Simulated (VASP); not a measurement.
# WSe2 in VASP: single point with PBE+D3(BJ)

Aim: the single point of WSe2 with PBE+D3(BJ).

Program: VASP 6.6.1. These are calculated values, not measurements. Logs are shortened: lines on timing, memory, paths and dates and some standing lists are left out, and cuts for length are marked.

## Step 1: The cell of the first run

The cell holds a slab with vacuum, 6 atoms: a = 3.286 Å, b = 3.286 Å, c = 46.078 Å, α = 90.00°, β = 90.00°, γ = 120.00°.

## Step 2: Single point, PBE+D3(BJ)

Contents of INCAR:

```
SYSTEM = WSe2
PREC = Accurate ; ENCUT = 520
EDIFF = 1E-7 ; ISMEAR = 0
SIGMA = 0.02 ; LREAL = .FALSE.
LASPH = .TRUE. ; NELM = 80
ALGO = Normal ; ISIF = 2
LWAVE = .FALSE. ; LCHARG = .FALSE.
LDIPOL = .TRUE. ; IDIPOL = 3
DIPOL = 0.5 0.5 0.500 ; GGA = PE
IVDW = 12 ; NBANDS = 35
```

Contents of KPOINTS:

```
Automatic mesh
0
G
  12 12 1
  0 0 0
```

Contents of POSCAR:

```
WSe2
1.0
    3.2855208648      0.0000000000      0.0000000000
   -1.6427604324      2.8453445336      0.0000000000
    0.0000000000      0.0000000000     46.0775279785
Se W
4 2
Direct
    0.3333333333      0.6666666667      0.3875938541
    0.3333333333      0.6666666667      0.4606907333
    0.3333333333      0.6666666667      0.5393092702
    0.3333333333      0.6666666667      0.6124061456
    0.6666666667      0.3333333333      0.4241515280
    0.0000000000      0.0000000000      0.5758484687
```

Potentials or basis: VASP PAW PBE potentials, release 64 (Se, W_sv).

Started as:

```console
$ cat potpaw_PBE.64/Se/POTCAR potpaw_PBE.64/W_sv/POTCAR > POTCAR
$ mpirun -np 1 vasp_std > vasp.out
```

OUTCAR:

```text
SYSTEM = WSe2
   PREC = Accurate
   ENCUT = 520
   EDIFF = 1E-7
   ISMEAR = 0
   LREAL = .FALSE.
   LASPH = .TRUE.
   NELM = 80
   ISIF = 2
   GGA = PE
   IVDW = 12
 IVDW          = 12

 ion  position               nearest neighbor table
   1  0.333  0.667  0.388-   5 2.54   5 2.54   5 2.54
   2  0.333  0.667  0.461-   5 2.54   5 2.54   5 2.54
   3  0.333  0.667  0.539-   6 2.54   6 2.54   6 2.54
   4  0.333  0.667  0.612-   6 2.54   6 2.54   6 2.54
   5  0.667  0.333  0.424-   2 2.54   2 2.54   2 2.54   1 2.54   1 2.54   1 2.54
   6  0.000  0.000  0.576-   3 2.54   3 2.54   3 2.54   4 2.54   4 2.54   4 2.54

  LATTYP: Found a hexagonal cell.
 ALAT       =     3.2855208648
 C/A-ratio  =    14.0244210506

  Lattice vectors:

 A1 = (   3.2855208648,   0.0000000000,   0.0000000000)
 A2 = (  -1.6427604324,   2.8453445336,   0.0000000000)
 A3 = (   0.0000000000,   0.0000000000,  46.0775279785)

Analysis of symmetry for initial positions (statically):
=====================================================================
 Subroutine PRICEL returns:
 Original cell was already a primitive cell.

 Routine SETGRP: Setting up the symmetry group for a
 hexagonal supercell.

 Subroutine GETGRP returns: Found 12 space group operations
 (whereof  6 operations were pure point group operations)
 out of a pool of 24 trial point group operations.

The static configuration has the point symmetry C_3v.
 The point group associated with its full space group is D_3d.

Analysis of symmetry for dynamics (positions and initial velocities):
=====================================================================
 Subroutine PRICEL returns:
 Original cell was already a primitive cell.

 Routine SETGRP: Setting up the symmetry group for a
 hexagonal supercell.

 Subroutine GETGRP returns: Found 12 space group operations
 (whereof  6 operations were pure point group operations)
 out of a pool of 24 trial point group operations.

The dynamic configuration has the point symmetry C_3v.
 The point group associated with its full space group is D_3d.

 Subroutine INISYM returns: Found 12 space group operations
 (whereof  6 operations are pure point group operations),
 and found     1 'primitive' translations

----------------------------------------------------------------------------------------

                                     Primitive cell

  volume of cell :     430.7530

  direct lattice vectors                    reciprocal lattice vectors
     3.285520865  0.000000000  0.000000000     0.304365743  0.175725644  0.000000000
    -1.642760432  2.845344534  0.000000000     0.000000000  0.351451288  0.000000000
     0.000000000  0.000000000 46.077527979     0.000000000  0.000000000  0.021702553

  length of vectors
     3.285520865  3.285520865 46.077527979     0.351451288  0.351451288  0.021702553

  position of ions in fractional coordinates (direct lattice)
     0.333333333  0.666666667  0.387593854
     0.333333333  0.666666667  0.460690733
     0.333333333  0.666666667  0.539309270
     0.333333333  0.666666667  0.612406146
     0.666666667  0.333333333  0.424151528
     0.000000000  0.000000000  0.575848469

  ion indices of the primitive-cell ions
   primitive index   ion index
                 1           1
                 2           2
                 3           3
                 4           4
                 5           5
                 6           6

----------------------------------------------------------------------------------------

 KPOINTS: Automatic mesh

Automatic generation of k-mesh.
 Grid dimensions read from file:
 generate k-points for:   12   12    1

 Generating k-lattice:

  Cartesian coordinates                     Fractional coordinates (reciprocal lattice)
     0.025363812  0.014643804  0.000000000     0.083333333  0.000000000  0.000000000
     0.000000000  0.029287607  0.000000000     0.000000000  0.083333333  0.000000000
     0.000000000  0.000000000  0.021702553     0.000000000  0.000000000  1.000000000

  Length of vectors
     0.029287607  0.029287607  0.021702553

  Shift w.r.t. Gamma in fractional coordinates (k-lattice)
     0.000000000  0.000000000  0.000000000

 Subroutine IBZKPT returns following result:
 ===========================================

 Found     19 irreducible k-points:

 Following reciprocal coordinates:
            Coordinates               Weight
  0.000000  0.000000  0.000000      1.000000
  0.083333  0.000000  0.000000      6.000000
  0.166667  0.000000  0.000000      6.000000
  0.250000  0.000000  0.000000      6.000000
  0.333333 -0.000000  0.000000      6.000000
  0.416667  0.000000  0.000000      6.000000
[... 11 lines left out ...]
  0.333333  0.250000  0.000000     12.000000
  0.333333  0.333333  0.000000      2.000000
   k-points           NKPTS =     19   k-points in BZ     NKDIM =     19   number of bands    NBANDS=     35
   number of dos      NEDOS =    301   number of ions     NIONS =      6
   total plane-waves  NPLWV = 201600
   dimension x,y,z NGX =    24 NGY =   24 NGZ =  350
   dimension x,y,z NGXF=    48 NGYF=   48 NGZF=  700
   ions per type =               4   2
   NGX,Y,Z   is equivalent  to a cutoff of  12.14, 12.14, 12.63 a.u.
   NGXF,Y,Z  is equivalent  to a cutoff of  24.29, 24.29, 25.26 a.u.
 SYSTEM =  WSe2
   PREC   = accura    normal or accurate (medium, high low for compatibility)
   ISTART =      0    job   : 0-new  1-cont  2-samecut
   ICHARG =      2    charge: 1-file 2-atom 10-const
   ISPIN  =      1    spin polarized calculation?
   LNONCOLLINEAR =      F non collinear calculations
   LSORBIT =      F    spin-orbit coupling
   LASPH  =      T    aspherical Exc in radial PAW
   ENCUT  =  520.0 eV  38.22 Ry    6.18 a.u.   6.11  6.11 85.67*2*pi/ulx,y,z
   NELM   =     80;   NELMIN=  2; NELMDL= -5     # of ELM steps
   EDIFF  = 0.1E-06   stopping-criterion for ELM
   LREAL  =      F    real-space projection
   EDIFFG = 0.1E-05   stopping-criterion for IOM
   NSW    =      0    number of steps for IOM
   IBRION =     -1    ionic relax: 0-MD 1-quasi-New 2-CG
   NFREE  =      0    steps in history (QN), initial steepest desc. (CG)
   ISIF   =      2    stress and relaxation
   ISYM   =      2    0-nonsym 1-usesym 2-fastsym
   POTIM  = 0.5000    time-step for ionic-motion
   TEBEG  =    0.0;   TEEND  =   0.0 temperature during run
   PSTRESS=    0.0 pullay stress
   NELECT =      52.0000    total number of electrons
   NUPDOWN=      -1.0000    fix difference up-down
   EMIN   =  10.00;   EMAX   =-10.00  energy-range for DOS
   EFERMI =   0.00;   METHOD = LEGACY
   ISMEAR =     0;   SIGMA  =   0.02  broadening in eV -4-tet -1-fermi 0-gaus
   EFERMI_NEDOS =   21; number of points for ismear=-14 and -15
   IALGO  =     38    algorithm
   IMIX   =      4    mixing-type and parameters
     AMIX     =   0.40;   BMIX     =  1.00
     AMIX_MAG =   1.60;   BMIX_MAG =  1.00
  volume/ion in A,a.u.               =      71.79       484.48
  Fermi-wavevector in a.u.,A,eV,Ry     =   0.809096  1.528969  8.906860  0.654636
  Thomas-Fermi vector in A             =   1.918023
   LORBIT       =      0    0 simple, 1 ext, 2 COOP (PROOUT), +10 PAW based schemes
   GGA     = PE    functional components
   LHFCALC =     F    Hartree Fock is set to
   AEXX    =    0.0000 exact exchange contribution
   IVDW    =    12    specifies the selected vdW correction
   LEPSILON=     F    determine dielectric tensor
   LRPA    =     F    only Hartree local field effects (RPA)
 non-spin polarized calculation
 Gauss-broadening in eV      SIGMA  =   0.02
  energy-cutoff  :      520.00
  volume of cell :      430.75
 maximum number of plane-waves:     11694
   NGX = 13   NGY = 13   NGZ =171

 number of electron      51.9999989 magnetization

 dipolmoment           0.000000      0.000000      0.000000 electrons x Angstroem

 Free energy of the ion-electron system (eV)
  ---------------------------------------------------
  ext. energy  EPLUGINS =         0.00000000
  ---------------------------------------------------
  free energy    TOTEN  =       -43.17657639 eV

  energy without entropy =      -43.17657639  energy(sigma->0) =      -43.17657639

 E-fermi :  -1.7539     XC(G=0):  -3.3103

 val. band max:       -1.9503280397   @ k =   0.3333   0.3333   0.0000
 cond. band min:      -0.4593458089   @ k =   0.1667   0.1667   0.0000
 fundamental gap:      1.4909822308
 Fermi energy:        -1.7539396187

 k-point     1 :       0.0000    0.0000    0.0000
  band No.  band energies     occupation
      1     -75.9847      2.00000
      2     -75.9846      2.00000
      3     -40.2318      2.00000
      4     -40.2318      2.00000
      5     -40.0960      2.00000
      6     -40.0960      2.00000
[... 27 lines left out ...]
     34       1.2339      0.00000
     35       2.4127      0.00000

 k-point     2 :       0.0833    0.0000    0.0000
  band No.  band energies     occupation
      1     -75.9840      2.00000
      2     -75.9840      2.00000
      3     -40.2288      2.00000
      4     -40.2288      2.00000
      5     -40.1119      2.00000
      6     -40.1119      2.00000
[... 27 lines left out ...]
     34       1.2507      0.00000
     35       2.7282      0.00000

 k-point     3 :       0.1667    0.0000    0.0000
  band No.  band energies     occupation
      1     -75.9821      2.00000
      2     -75.9821      2.00000
      3     -40.2205      2.00000
      4     -40.2205      2.00000
      5     -40.1552      2.00000
      6     -40.1552      2.00000
[... 27 lines left out ...]
     34       1.6561      0.00000
     35       3.1675      0.00000
[... 533 lines left out ...]
 k-point    18 :       0.3333    0.2500    0.0000
  band No.  band energies     occupation
      1     -75.9733      2.00000
      2     -75.9733      2.00000
      3     -40.2889      2.00000
      4     -40.2889      2.00000
      5     -40.2189      2.00000
      6     -40.2189      2.00000
[... 27 lines left out ...]
     34       3.0114      0.00000
     35       3.3428      0.00000

 k-point    19 :       0.3333    0.3333    0.0000
  band No.  band energies     occupation
      1     -75.9729      2.00000
      2     -75.9729      2.00000
      3     -40.2705      2.00000
      4     -40.2705      2.00000
      5     -40.2470      2.00000
      6     -40.2470      2.00000
[... 27 lines left out ...]
     34       3.2586      0.00000
     35       3.6775      0.00000

------------------------ aborting loop because EDIFF is reached ----------------------------------------

 vacuum level on the upper side and lower side of the slab       (xc-potential included)        -0.071        -0.071

 Edisp (eV)   -2.29495

 E8    (eV) :    -1.0566

  FORCE on cell =-STRESS in cart. coord.  units (eV):
  Direction    XX          YY          ZZ          XY          YZ          ZX
  --------------------------------------------------------------------------------------
  -------------------------------------------------------------------------------------
  Total       0.02474     0.02474     0.25630     0.00000     0.00000    -0.00000
  in kB       0.09201     0.09201     0.95331     0.00000     0.00000    -0.00000
  external pressure =        0.38 kB  Pullay stress =        0.00 kB

 VOLUME and BASIS-vectors are now :
 -----------------------------------------------------------------------------
  energy-cutoff  :      520.00
  volume of cell :      430.75
      direct lattice vectors                 reciprocal lattice vectors
     3.285520865  0.000000000  0.000000000     0.304365743  0.175725644  0.000000000
    -1.642760432  2.845344534  0.000000000     0.000000000  0.351451288  0.000000000
     0.000000000  0.000000000 46.077527979     0.000000000  0.000000000  0.021702553

 POSITION                                       TOTAL-FORCE (eV/Angst)
 -----------------------------------------------------------------------------------
     -0.00000      1.89690     17.85937        -0.000000     -0.000000     -0.043030
     -0.00000      1.89690     21.22749        -0.000000      0.000000      0.045985
     -0.00000      1.89690     24.85004         0.000000     -0.000000     -0.045985
     -0.00000      1.89690     28.21816         0.000000      0.000000      0.043030
      1.64276      0.94845     19.54385         0.000000     -0.000000     -0.000368
      0.00000      0.00000     26.53367        -0.000000      0.000000      0.000368
 -----------------------------------------------------------------------------------
    total drift:                                0.000000     -0.000000      0.000226

  FREE ENERGIE OF THE ION-ELECTRON SYSTEM (eV)
  ---------------------------------------------------
  free  energy   TOTEN  =       -45.4715290192 eV

  energy  without entropy=      -45.4715290192  energy(sigma->0) =      -45.47152902

 vacuum level on the upper side and lower side of the slab         3.058         3.058
```

It took 6.1 min on 1 thread of Intel Xeon Platinum 8375C at 2.90GHz (Ice Lake), shared host; peak memory 0.64 GiB.

Results:

```yaml
Free_energy: -45.4715 eV
Largest_force: 0.046 eV/Å
Band_gap_on_the_k_mesh: 1.49 eV (least direct gap 1.67 eV)
Dispersion_energy_per_atom: -0.382 eV
```

Forces on the atoms (eV/Å):
```
Se   0.000  0.000 -0.043
Se   0.000  0.000  0.046
Se   0.000  0.000 -0.046
Se   0.000  0.000  0.043
W    0.000  0.000  0.000
W    0.000  0.000  0.000
```

Caveat: spin-orbit coupling is left out, which moves the levels of the heavy elements.
